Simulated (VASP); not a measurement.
# Ga (Fm-3m) in VASP: single point with HSE06

Aim: the single point of Ga with HSE06.

All numbers are computed with VASP 6.6.1; they aren't measurements. Logs are shortened: lines on timing, memory, paths and dates and some standing lists are left out, and cuts for length are marked.

### 1 The cell of the first run

Symmetry: Fm-3m, No. 225, cubic system. The conventional cell has a = 4.207 Å, b = 4.207 Å, c = 4.207 Å, α = 90.00°, β = 90.00°, γ = 90.00°. Ga (site symmetry m-3m) has 12 Ga at 2.97 Å within 3.9 Å.

This isn't the form of Ga at room conditions, which is orthorhombic.

### 2 Single point, HSE06

File POSCAR:

```
Ga
1.0
    0.0000000000      2.1035383473      2.1035383473
    2.1035383473      0.0000000000      2.1035383473
    2.1035383473      2.1035383473      0.0000000000
Ga
1
Direct
    0.0000000000      0.0000000000      0.0000000000
```

File INCAR.step1:

```
SYSTEM = Ga
PREC = Accurate
ENCUT = 520
EDIFF = 1E-5
ISMEAR = 0
SIGMA = 0.05
LREAL = .False.
LASPH = .True.
NELM = 60
ALGO = Normal
ISIF = 2
LWAVE = .True.
LCHARG = .False.
GGA = PE
NBANDS = 12
```

File INCAR.step2:

```
SYSTEM = Ga
PREC = Accurate
ENCUT = 520
EDIFF = 1E-6
ISMEAR = 0
SIGMA = 0.05
LREAL = .False.
LASPH = .True.
NELM = 60
ALGO = Normal
ISIF = 2
LWAVE = .False.
LCHARG = .False.
GGA = PE
LHFCALC = .True.
HFSCREEN = 0.2079
PRECFOCK = Normal
ISTART = 1
NBANDS = 12
```

File KPOINTS:

```
regular mesh
0
Gamma
  8 8 8
  0 0 0
```

Potentials or basis: VASP PAW PBE potentials, release 64 (Ga_d).

On the command line:

```sh
cat potpaw_PBE.64/Ga_d/POTCAR > POTCAR
cp INCAR.step1 INCAR
mpirun -np 1 vasp_std > vasp.out
cp INCAR.step2 INCAR
mpirun -np 1 vasp_std > vasp.out
```

OUTCAR:

```text
SYSTEM = Ga
   PREC = Accurate
   ENCUT = 520
   EDIFF = 1E-6
   ISMEAR = 0
   LREAL = .False.
   LASPH = .True.
   NELM = 60
   ISIF = 2
   GGA = PE
   LHFCALC = .True.
   HFSCREEN = 0.2079
   PRECFOCK = Normal
   ISTART = 1

 ion  position               nearest neighbor table
   1  0.000  0.000  0.000-

  LATTYP: Found a face centered cubic cell.
 ALAT       =     4.2070766946

  Lattice vectors:

 A1 = (   0.0000000000,   2.1035383473,   2.1035383473)
 A2 = (   2.1035383473,   0.0000000000,   2.1035383473)
 A3 = (   2.1035383473,   2.1035383473,   0.0000000000)

Analysis of symmetry for initial positions (statically):
=====================================================================
 Subroutine PRICEL returns:
 Original cell was already a primitive cell.

 Routine SETGRP: Setting up the symmetry group for a
 face centered cubic supercell.

 Subroutine GETGRP returns: Found 48 space group operations
 (whereof 48 operations were pure point group operations)
 out of a pool of 48 trial point group operations.

The static configuration has the point symmetry O_h .

Analysis of symmetry for dynamics (positions and initial velocities):
=====================================================================
 Subroutine PRICEL returns:
 Original cell was already a primitive cell.

 Routine SETGRP: Setting up the symmetry group for a
 face centered cubic supercell.

 Subroutine GETGRP returns: Found 48 space group operations
 (whereof 48 operations were pure point group operations)
 out of a pool of 48 trial point group operations.

The dynamic configuration has the point symmetry O_h .

 Subroutine INISYM returns: Found 48 space group operations
 (whereof 48 operations are pure point group operations),
 and found     1 'primitive' translations

----------------------------------------------------------------------------------------

                                     Primitive cell

  volume of cell :      18.6158

  direct lattice vectors                    reciprocal lattice vectors
     0.000000000  2.103538347  2.103538347    -0.237694740  0.237694740  0.237694740
     2.103538347  0.000000000  2.103538347     0.237694740 -0.237694740  0.237694740
     2.103538347  2.103538347  0.000000000     0.237694740  0.237694740 -0.237694740

  length of vectors
     2.974852460  2.974852460  2.974852460     0.411699366  0.411699366  0.411699366

  position of ions in fractional coordinates (direct lattice)
     0.000000000  0.000000000  0.000000000

  ion indices of the primitive-cell ions
   primitive index   ion index
                 1           1

----------------------------------------------------------------------------------------

 KPOINTS: regular mesh

Automatic generation of k-mesh.
 Grid dimensions read from file:
 generate k-points for:    8    8    8

 Generating k-lattice:

  Cartesian coordinates                     Fractional coordinates (reciprocal lattice)
    -0.029711842  0.029711842  0.029711842     0.125000000  0.000000000  0.000000000
     0.029711842 -0.029711842  0.029711842     0.000000000  0.125000000  0.000000000
     0.029711842  0.029711842 -0.029711842     0.000000000  0.000000000  0.125000000

  Length of vectors
     0.051462421  0.051462421  0.051462421

  Shift w.r.t. Gamma in fractional coordinates (k-lattice)
     0.000000000  0.000000000  0.000000000

 Subroutine IBZKPT returns following result:
 ===========================================

 Found     29 irreducible k-points:

 Following reciprocal coordinates:
            Coordinates               Weight
  0.000000  0.000000  0.000000      1.000000
  0.125000  0.000000  0.000000      8.000000
  0.250000  0.000000  0.000000      8.000000
  0.375000  0.000000  0.000000      8.000000
  0.500000  0.000000  0.000000      4.000000
  0.125000  0.125000  0.000000      6.000000
[... 16 lines left out ...]
  0.500000  0.250000  0.125000     48.000000
 -0.375000  0.250000  0.125000     24.000000
 [... further k-points ...]
   k-points           NKPTS =     29   k-points in BZ     NKDIM =    512   number of bands    NBANDS=     12
   number of dos      NEDOS =    301   number of ions     NIONS =      1
   total plane-waves  NPLWV =  13824
   dimension x,y,z NGX =    24 NGY =   24 NGZ =   24
   dimension x,y,z NGXF=    48 NGYF=   48 NGZF=   48
   ions per type =               1
   NGX,Y,Z   is equivalent  to a cutoff of  13.41, 13.41, 13.41 a.u.
   NGXF,Y,Z  is equivalent  to a cutoff of  26.82, 26.82, 26.82 a.u.
 SYSTEM =  Ga
   PREC   = accura    normal or accurate (medium, high low for compatibility)
   ISTART =      1    job   : 0-new  1-cont  2-samecut
   ICHARG =      0    charge: 1-file 2-atom 10-const
   ISPIN  =      1    spin polarized calculation?
   LNONCOLLINEAR =      F non collinear calculations
   LSORBIT =      F    spin-orbit coupling
   LASPH  =      T    aspherical Exc in radial PAW
   ENCUT  =  520.0 eV  38.22 Ry    6.18 a.u.   5.53  5.53  5.53*2*pi/ulx,y,z
   NELM   =     60;   NELMIN=  2; NELMDL=  0     # of ELM steps
   EDIFF  = 0.1E-05   stopping-criterion for ELM
   LREAL  =      F    real-space projection
   EDIFFG = 0.1E-04   stopping-criterion for IOM
   NSW    =      0    number of steps for IOM
   IBRION =     -1    ionic relax: 0-MD 1-quasi-New 2-CG
   NFREE  =      0    steps in history (QN), initial steepest desc. (CG)
   ISIF   =      2    stress and relaxation
   ISYM   =      3    0-nonsym 1-usesym 2-fastsym
   POTIM  = 0.5000    time-step for ionic-motion
   TEBEG  =    0.0;   TEEND  =   0.0 temperature during run
   PSTRESS=    0.0 pullay stress
   NELECT =      13.0000    total number of electrons
   NUPDOWN=      -1.0000    fix difference up-down
   EMIN   =  10.00;   EMAX   =-10.00  energy-range for DOS
   EFERMI =   0.00;   METHOD = LEGACY
   ISMEAR =     0;   SIGMA  =   0.05  broadening in eV -4-tet -1-fermi 0-gaus
   EFERMI_NEDOS =   21; number of points for ismear=-14 and -15
   IALGO  =     38    algorithm
   IMIX   =      1    mixing-type and parameters
     AMIX     =   0.40;   BMIX     =  1.00
     AMIX_MAG =   1.60;   BMIX_MAG =  1.00
  volume/ion in A,a.u.               =      18.62       125.63
  Fermi-wavevector in a.u.,A,eV,Ry     =   1.452431  2.744697 28.702250  2.109556
  Thomas-Fermi vector in A             =   2.569814
   LORBIT       =      0    0 simple, 1 ext, 2 COOP (PROOUT), +10 PAW based schemes
   GGA     = PE    functional components
   LHFCALC =     T    Hartree Fock is set to
   PRECFOCK=normal    Normal, Fast or Accurate (Low or Medium for compatibility)
   ENCUT4O =  -1.0   cutoff for four orbital integrals eV
   NKREDX  =     1    reduce k-point grid by
   NKREDY  =     1    reduce k-point grid by
   NKREDZ  =     1    reduce k-point grid by
   AEXX    =    0.2500 exact exchange contribution
   HFSCREEN=    0.2079 screening length (either q_TF or 0.3 A-1)
   HFSCREENC=   0.2079 screening length for correlation (either q_TF or 0.3 A-1)
   ENCUTFOCK=  -1.0 apply spherical cutoff to Coloumb kernel
   IVDW    =     0    specifies the selected vdW correction
   LEPSILON=     F    determine dielectric tensor
   LRPA    =     F    only Hartree local field effects (RPA)
 non-spin polarized calculation
 Gauss-broadening in eV      SIGMA  =   0.05
  energy-cutoff  :      520.00
  volume of cell :       18.62
 maximum number of plane-waves:       531
 NGX is ok and might be reduce to    24
  NGX = 18; NGY = 18; NGZ = 18

 number of electron      13.0000006 magnetization

 Free energy of the ion-electron system (eV)
  ---------------------------------------------------
  ext. energy  EPLUGINS =         0.00000000
  ---------------------------------------------------
  free energy    TOTEN  =        -3.24329967 eV

  energy without entropy =       -3.24295896  energy(sigma->0) =       -3.24312931

 E-fermi :   5.9569     XC(G=0):  -9.1042

 val. band max:        5.6949724097   @ k =   0.5000   0.3750   0.0000
 cond. band min:       6.0297233749   @ k =   0.5000   0.2500   0.1250
 fundamental gap:      0.3347509653
 Fermi energy:         5.9568504354

 k-point     1 :       0.0000    0.0000    0.0000
  band No.  band energies     occupation
      1     -12.1378      2.00000
      2     -12.1378      2.00000
      3     -12.1378      2.00000
      4     -12.0144      2.00000
      5     -12.0144      2.00000
      6      -6.9220      2.00000
      7      19.2101      0.00000
      8      19.2101      0.00000
      9      19.2101      0.00000
     10      22.4301      0.00000
     11      22.7512      0.00000
     12      22.7512      0.00000

 k-point     2 :       0.1250    0.0000    0.0000
  band No.  band energies     occupation
      1     -12.1433      2.00000
      2     -12.1211      2.00000
      3     -12.1211      2.00000
      4     -12.0153      2.00000
      5     -12.0153      2.00000
      6      -6.4675      2.00000
      7      15.1509      0.00000
      8      18.4203      0.00000
      9      18.4203      0.00000
     10      21.2040      0.00000
     11      24.0694      0.00000
     12      24.0694      0.00000

 k-point     3 :       0.2500    0.0000    0.0000
  band No.  band energies     occupation
      1     -12.1638      2.00000
      2     -12.1080      2.00000
      3     -12.1080      2.00000
      4     -11.9898      2.00000
      5     -11.9898      2.00000
      6      -5.0856      2.00000
      7       9.7714      0.00000
      8      17.4080      0.00000
      9      17.4081      0.00000
     10      20.8154      0.00000
     11      23.4762      0.00000
     12      23.4762      0.00000

 k-point     4 :       0.3750    0.0000    0.0000
  band No.  band energies     occupation
      1     -12.1923      2.00000
      2     -12.1226      2.00000
      3     -12.1226      2.00000
      4     -11.9362      2.00000
      5     -11.9362      2.00000
      6      -2.7524      2.00000
      7       4.8559      2.00000
      8      16.8351      0.00000
      9      16.8351      0.00000
     10      20.8354      0.00000
     11      21.7367      0.00000
     12      21.7367      0.00000

 k-point     5 :       0.5000    0.0000    0.0000
  band No.  band energies     occupation
      1     -12.2058      2.00000
      2     -12.1315      2.00000
      3     -12.1315      2.00000
      4     -11.9109      2.00000
      5     -11.9109      2.00000
      6       0.1103      2.00000
      7       1.0890      2.00000
      8      16.6709      0.00000
      9      16.6710      0.00000
     10      21.0970      0.00000
     11      21.0970      0.00000
     12      21.1392      0.00000
[... 228 lines left out ...]
      1     -12.3010      2.00000
      2     -12.2431      2.00000
      3     -11.9158      2.00000
      4     -11.8848      2.00000
      5     -11.8848      2.00000
      6       2.6849      2.00000
      7       3.1646      2.00000
      8      11.2535      0.00000
      9      11.2536      0.00000
     10      14.6004      0.00000
     11      14.9280      0.00000
     12      37.0709      0.00000

 k-point    22 :       0.3750    0.2500    0.1250
  band No.  band energies     occupation
      1     -12.1846      2.00000
      2     -12.1085      2.00000
      3     -12.0561      2.00000
      4     -12.0190      2.00000
      5     -11.9521      2.00000
      6      -3.8534      2.00000
      7      10.7022      0.00000
      8      10.9116      0.00000
      9      15.3152      0.00000
     10      20.1988      0.00000
     11      20.3448      0.00000
     12      25.2300      0.00000

 k-point    23 :       0.5000    0.2500    0.1250
  band No.  band energies     occupation
      1     -12.1699      2.00000
      2     -12.1336      2.00000
      3     -12.0553      2.00000
      4     -11.9922      2.00000
      5     -11.9323      2.00000
      6      -1.5249      2.00000
      7       6.0297      0.03929
      8      10.5510      0.00000
      9      13.1763      0.00000
     10      19.8628      0.00000
     11      22.6479      0.00000
     12      24.9117      0.00000

 k-point    24 :      -0.3750    0.2500    0.1250
  band No.  band energies     occupation
      1     -12.1540      2.00000
      2     -12.1535      2.00000
      3     -12.0420      2.00000
      4     -12.0024      2.00000
      5     -11.9171      2.00000
      6       1.2333      2.00000
      7       2.4128      2.00000
      8      10.7590      0.00000
      9      12.1301      0.00000
     10      19.8200      0.00000
     11      22.2459      0.00000
     12      28.6197      0.00000

 [... further k-points ...]

------------------------ aborting loop because EDIFF is reached ----------------------------------------

  FORCE on cell =-STRESS in cart. coord.  units (eV):
  Direction    XX          YY          ZZ          XY          YZ          ZX
  --------------------------------------------------------------------------------------
  -------------------------------------------------------------------------------------
  Total        0.0357242      0.0357242      0.0357242     -0.0000000     -0.0000000      0.0000000
  in kB        3.0746240      3.0746240      3.0746240     -0.0000000     -0.0000000      0.0000000
  external PRESSURE =       3.0746240 kB  Pullay stress =       0.0000000 kB

 VOLUME and BASIS-vectors are now :
 -----------------------------------------------------------------------------
  energy-cutoff  :      520.00
  volume of cell :       18.62
      direct lattice vectors                 reciprocal lattice vectors
     0.000000000  2.103538347  2.103538347    -0.237694740  0.237694740  0.237694740
     2.103538347  0.000000000  2.103538347     0.237694740 -0.237694740  0.237694740
     2.103538347  2.103538347  0.000000000     0.237694740  0.237694740 -0.237694740

 POSITION                                       TOTAL-FORCE (eV/Angst)
 -----------------------------------------------------------------------------------
      0.00000      0.00000      0.00000         0.000000      0.000000      0.000000
 -----------------------------------------------------------------------------------
    total drift:                                0.000000      0.000000     -0.000000

  FREE ENERGIE OF THE ION-ELECTRON SYSTEM (eV)
  ---------------------------------------------------
  free  energy   TOTEN  =        -3.2432996658 eV

  energy  without entropy=       -3.2429589595  energy(sigma->0) =       -3.24312931
```

It took 31 min on 1 thread of Intel Xeon Platinum 8488C (Sapphire Rapids), shared host; peak memory 0.26 GiB.

What came out:

```
Free energy            : -3.2433 eV
Pressure               : 0.3 GPa
Band gap on the k mesh : zero (an odd number of electrons rules out a gap without spin polarisation)
```

Caveat: the PAW data sets were made with another functional, which shifts forces and pressure a little.
